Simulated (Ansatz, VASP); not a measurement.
**One calculation of As, two programs**

File INCAR:

```
SYSTEM = As
  PREC = Accurate
  ENCUT = 520
  EDIFF = 1E-6
  ISMEAR = -1
  SIGMA = 0.08
  LREAL = .False.
  LASPH = .True.
  NELM = 60
  ALGO = Normal
  ISIF = 2
  LWAVE = .False.
  LCHARG = .False.
  GGA = PS
  NBANDS = 12
```

Contents of KPOINTS:

```
regular mesh
0
Gamma
  11 11 11
  0 0 0
```

File POSCAR:

```
As
1.0
    0.0000000000      2.9189910389      2.9189910389
    2.9189910389      0.0000000000      2.9189910389
    2.9189910389      2.9189910389      0.0000000000
As
2
Direct
   -0.1250000000     -0.1250000000     -0.1250000000
    0.1250000000      0.1250000000      0.1250000000
```

Input for Ansatz:

```yaml
crystal:
  lattice:
    - [0.0, 2.9189910389, 2.9189910389]
    - [2.9189910389, 0.0, 2.9189910389]
    - [2.9189910389, 2.9189910389, 0.0]
  atoms:
    - { symbol: As, position: [-0.125, -0.125, -0.125] }
    - { symbol: As, position: [0.125, 0.125, 0.125] }
kpoints:
  mp_grid: { grid: [11, 11, 11] }
scf:
  occupations: { method: fermi_dirac, width: 0.08 }
hamiltonian:
  xc: pbesol
  pseudopotentials: { kind: all_electron, lapw: { basis_error: 0.001 } }
output:
  forces: true
  stress: true
  eigenvalues: true
  populations: true
```

Change from the starting cell: volume scaled by 0.92, LAPW.

Alike in both runs: task single point; functional PBEsol; k mesh 11 × 11 × 11; occupations fermi-dirac, width 0.08 eV; no spin polarisation.

|  | VASP | Ansatz |
| --- | --- | --- |
| version | VASP 6.6.1 | Ansatz 0.2.0 |
| potentials or method | VASP PAW PBE potentials, release 64 (As), cutoff 520 eV | all-electron LAPW, scalar-relativistic |

VASP gave:

| Quantity | Value |
| --- | --- |
| pressure (GPa) | 5.4 |

Estimate Ansatz's values.

pressure (GPa): 5.1.

VASP's potentials were made for PBE, not for PBEsol. Ansatz ran all-electron here, and VASP with PAW potentials.
